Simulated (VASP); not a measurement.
# ZrCl5 (P6/mmm) in VASP: notebook, part 2 of 2

VASP 6.6.1. Earlier steps stand in the parts before.

## (3) Single point, PBE

This run uses another cell than the first one, of 32.50 Å³/atom.

INCAR reads:

```
SYSTEM = ZrCl5
ALGO     = Normal         ! electronic algorithm
EDIFF    = 1E-6           ! SCF threshold, eV
ENCUT    = 520            ! plane-wave cutoff, eV
GGA      = PE             ! functional
ISIF     = 2              ! what is computed and relaxed
ISMEAR   = 0              ! smearing method
LASPH    = .TRUE.         ! aspherical terms in the spheres
LCHARG   = .FALSE.        ! write CHGCAR
LREAL    = .FALSE.        ! projectors in reciprocal space
LWAVE    = .FALSE.        ! write WAVECAR
NBANDS   = 32             ! bands
NELM     = 60             ! most SCF steps
PREC     = Accurate       ! precision mode
SIGMA    = 0.1            ! smearing width, eV
```

KPOINTS reads:

```
k-points
0
G
  6 6 2
  0 0 0
```

POSCAR reads:

```
ZrCl5
1.0
    5.0438374200      0.0000000000      0.0000000000
   -2.5219187100      4.3680913400      0.0000000000
    0.0000000000      0.0000000000      8.8519119500
Zr Cl
1 5
Direct
    0.0000000000      0.0000000000      0.5000000000
    0.3333333300      0.6666666700      0.0000000000
    0.6666666700      0.3333333300      0.0000000000
    0.3333333300      0.6666666700      0.5000000000
    0.6666666700      0.3333333300      0.5000000000
    0.0000000000      0.0000000000      0.0000000000
```

Potentials or basis: VASP PAW PBE potentials, release 64 (Zr_sv, Cl).

On the command line:

```sh
cat potpaw_PBE.64/Zr_sv/POTCAR potpaw_PBE.64/Cl/POTCAR > POTCAR
mpirun -np 1 vasp_std > vasp.out
```

OUTCAR:

```text
SYSTEM = ZrCl5
   EDIFF = 1E-6
   ENCUT = 520
   GGA = PE
   ISIF = 2
   ISMEAR = 0
   LASPH = .TRUE.
   LREAL = .FALSE.
   NELM = 60
   PREC = Accurate

 ion  position               nearest neighbor table
   1  0.000  0.000  0.500-   4 2.91   5 2.91   5 2.91   4 2.91   5 2.91   4 2.91
   2  0.333  0.667  0.000-
   3  0.667  0.333  0.000-
   4  0.333  0.667  0.500-   1 2.91   1 2.91   1 2.91
   5  0.667  0.333  0.500-   1 2.91   1 2.91   1 2.91
   6  0.000  0.000  0.000-

  LATTYP: Found a hexagonal cell.
 ALAT       =     5.0438374200
 C/A-ratio  =     1.7549954951

  Lattice vectors:

 A1 = (   5.0438374200,   0.0000000000,   0.0000000000)
 A2 = (  -2.5219187100,   4.3680913400,   0.0000000000)
 A3 = (   0.0000000000,   0.0000000000,   8.8519119500)

Analysis of symmetry for initial positions (statically):
=====================================================================
 Subroutine PRICEL returns:
 Original cell was already a primitive cell.

 Routine SETGRP: Setting up the symmetry group for a
 hexagonal supercell.

 Subroutine GETGRP returns: Found 24 space group operations
 (whereof 24 operations were pure point group operations)
 out of a pool of 24 trial point group operations.

The static configuration has the point symmetry D_6h.

Analysis of symmetry for dynamics (positions and initial velocities):
=====================================================================
 Subroutine PRICEL returns:
 Original cell was already a primitive cell.

 Routine SETGRP: Setting up the symmetry group for a
 hexagonal supercell.

[... 116 lines left out ...]
   ISMEAR =     0;   SIGMA  =   0.10  broadening in eV -4-tet -1-fermi 0-gaus
   EFERMI_NEDOS =   21; number of points for ismear=-14 and -15
   IALGO  =     38    algorithm
   IMIX   =      4    mixing-type and parameters
     AMIX     =   0.40;   BMIX     =  1.00
     AMIX_MAG =   1.60;   BMIX_MAG =  1.00
  volume/ion in A,a.u.               =      32.50       219.35
  Fermi-wavevector in a.u.,A,eV,Ry     =   1.018773  1.925202 14.121470  1.037899
  Thomas-Fermi vector in A             =   2.152250
   LORBIT       =      0    0 simple, 1 ext, 2 COOP (PROOUT), +10 PAW based schemes
   GGA     = PE    functional components
   LHFCALC =     F    Hartree Fock is set to
   AEXX    =    0.0000 exact exchange contribution
   IVDW    =     0    specifies the selected vdW correction
   LEPSILON=     F    determine dielectric tensor
   LRPA    =     F    only Hartree local field effects (RPA)
 non-spin polarized calculation
 Gauss-broadening in eV      SIGMA  =   0.10
  energy-cutoff  :      520.00
  volume of cell :      195.02
 maximum number of plane-waves:      5300
 NGX is ok and might be reduce to    40
   NGX = 19   NGY = 19   NGZ = 33

 number of electron      47.0000004 magnetization

 Free energy of the ion-electron system (eV)
  ---------------------------------------------------
  ext. energy  EPLUGINS =         0.00000000
  ---------------------------------------------------
  free energy    TOTEN  =       -17.77875543 eV

  energy without entropy =      -17.73005897  energy(sigma->0) =      -17.75440720

 E-fermi :   1.3166     XC(G=0):  -7.4916

 val. band max:        1.3165536536   @ k =   0.3333   0.1667   0.0000
 cond. band min:       1.3193660180   @ k =   0.3333   0.1667   0.5000
 fundamental gap:      0.0028123644
 Fermi energy:         1.3166216507

 k-point     1 :       0.0000    0.0000    0.0000
  band No.  band energies     occupation
      1     -49.8849      2.00000
      2     -27.8497      2.00000
      3     -27.8497      2.00000
      4     -27.7884      2.00000
      5     -15.7603      2.00000
      6     -14.1435      2.00000
[... 479 lines left out ...]
     31       4.9433      0.00000
     32       7.6949      0.00000

------------------------ aborting loop because EDIFF is reached ----------------------------------------

  FORCE on cell =-STRESS in cart. coord.  units (eV):
  Direction    XX          YY          ZZ          XY          YZ          ZX
  --------------------------------------------------------------------------------------
  -------------------------------------------------------------------------------------
  Total       -5.2502059     -5.2502059     -3.2124536      0.0000000      0.0000000     -0.0000000
  in kB      -43.1317460    -43.1317461    -26.3911047      0.0000000      0.0000000     -0.0000000
  external PRESSURE =     -37.5515323 kB  Pullay stress =       0.0000000 kB

 VOLUME and BASIS-vectors are now :
 -----------------------------------------------------------------------------
  energy-cutoff  :      520.00
  volume of cell :      195.02
      direct lattice vectors                 reciprocal lattice vectors
     5.043837420  0.000000000  0.000000000     0.198261743  0.114466471  0.000000000
    -2.521918710  4.368091340  0.000000000     0.000000000  0.228932942  0.000000000
     0.000000000  0.000000000  8.851911950     0.000000000  0.000000000  0.112969944

 POSITION                                       TOTAL-FORCE (eV/Angst)
 -----------------------------------------------------------------------------------
      0.00000      0.00000      4.42596        -0.000000      0.000000      0.000000
     -0.00000      2.91206      0.00000        -0.000000      0.000000     -0.000000
      2.52192      1.45603      0.00000         0.000000     -0.000000      0.000000
     -0.00000      2.91206      4.42596        -0.000000     -0.000000      0.000000
      2.52192      1.45603      4.42596         0.000000      0.000000      0.000000
      0.00000      0.00000      0.00000        -0.000000      0.000000      0.000000
 -----------------------------------------------------------------------------------
    total drift:                                0.000000     -0.000000      0.000000

  FREE ENERGIE OF THE ION-ELECTRON SYSTEM (eV)
  ---------------------------------------------------
  free  energy   TOTEN  =       -17.7787554309 eV

  energy  without entropy=      -17.7300589729  energy(sigma->0) =      -17.75440720
```

OSZICAR:

```text
N       E                     dE             d eps       ncg     rms          rms(c)
DAV:   1     0.378630077569E+03    0.37863E+03   -0.20564E+04   904   0.125E+03
DAV:   2     0.110337661135E+02   -0.36760E+03   -0.34878E+03  1200   0.283E+02
DAV:   3    -0.244745641151E+02   -0.35508E+02   -0.35036E+02  1376   0.878E+01
DAV:   4    -0.256367560979E+02   -0.11622E+01   -0.11580E+01  1272   0.146E+01
DAV:   5    -0.256836503309E+02   -0.46894E-01   -0.46889E-01  1296   0.203E+00    0.116E+01
DAV:   6    -0.191200177551E+02    0.65636E+01   -0.50209E+00   912   0.115E+01    0.117E+01
DAV:   7    -0.205045641549E+02   -0.13845E+01   -0.12368E+01   960   0.908E+00    0.735E+00
DAV:   8    -0.177772525600E+02    0.27273E+01   -0.33992E-01   968   0.361E+00    0.217E+00
DAV:   9    -0.177994525725E+02   -0.22200E-01   -0.13008E-01  1104   0.143E+00    0.246E+00
DAV:  10    -0.177874657927E+02    0.11987E-01   -0.33759E-01  1032   0.134E+00    0.882E-01
DAV:  11    -0.178098695653E+02   -0.22404E-01   -0.12794E-02  1136   0.699E-01    0.129E+00
DAV:  12    -0.177798785404E+02    0.29991E-01   -0.80140E-03  1024   0.329E-01    0.385E-01
DAV:  13    -0.177787981060E+02    0.10804E-02   -0.12633E-03  1032   0.151E-01    0.156E-01
DAV:  14    -0.177789134782E+02   -0.11537E-03   -0.26462E-04  1008   0.887E-02    0.794E-02
DAV:  15    -0.177787480474E+02    0.16543E-03   -0.23441E-04  1024   0.713E-02    0.191E-02
DAV:  16    -0.177787564860E+02   -0.84385E-05   -0.20323E-05  1128   0.222E-02    0.124E-02
DAV:  17    -0.177787550670E+02    0.14190E-05   -0.45152E-06  1040   0.113E-02    0.330E-03
DAV:  18    -0.177787554309E+02   -0.36394E-06   -0.48515E-07   672   0.410E-03
   1 F= -.17778755E+02 E0= -.17754407E+02  d E =-.486965E-01
```

Run time: 3.9 min. Hardware: 1 thread of Intel Xeon 8259CL, shared host; peak memory 0.35 GiB.

Results:

| Property | Result |
| --- | --- |
| Free energy | -17.7788 eV |
| Pressure | -3.8 GPa |
| Band gap on the k mesh | zero (an odd number of electrons rules out a gap without spin polarisation) |

Stress tensor (GPa, compression positive):
```
-4.31  0.00  0.00
 0.00 -4.31  0.00
 0.00  0.00 -2.64
```

Caveat: the cell stands under tension; an odd number of electrons without spin polarisation forces a metal; a magnetic or distorted state may lie lower.

The gap in the log of VASP goes by the Fermi energy; the results here count the filled bands.